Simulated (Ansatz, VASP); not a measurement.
# Br in VASP and in Ansatz

```
Br
1.0
    -4.12254    4.12254    4.12254
     4.12254   -4.12254    4.12254
     4.12254    4.12254   -4.12254
Br
8
Direct
  0.25000 0.25000 0.25000
  0.50000 0.00000 0.25000
  0.25000 0.50000 0.00000
  0.00000 0.25000 0.50000
  0.75000 0.75000 0.75000
  0.50000 0.00000 0.75000
  0.75000 0.50000 0.00000
  0.00000 0.75000 0.50000
```

Alike in both runs: functional PBE; k mesh 6 × 6 × 6; occupations gaussian, width 0.1 eV; no spin polarisation.

Ansatz relaxed the structure, and its values are those at the end. VASP's run is a single point on that final structure, the one shown.

|  | VASP | Ansatz |
| --- | --- | --- |
| version | VASP 6.6.1 | Ansatz 0.2.0 |
| potentials or method | VASP PAW PBE potentials, release 64 (Br), cutoff 520 eV | scalar-relativistic, plane waves, PAW |
| valence electrons in the cell | 56 | 56 |

|  | VASP | Ansatz | Ansatz less VASP |
| --- | --- | --- | --- |
| gap on the k mesh at the Fermi level (eV) | none | none | - |
| pressure (GPa) | 0.0 | 0.0 | 0.00 |

A gap of «none» marks a metal or a gap that the smearing closes. With one functional, cell and mesh, what is left measures potentials, basis and numerics.
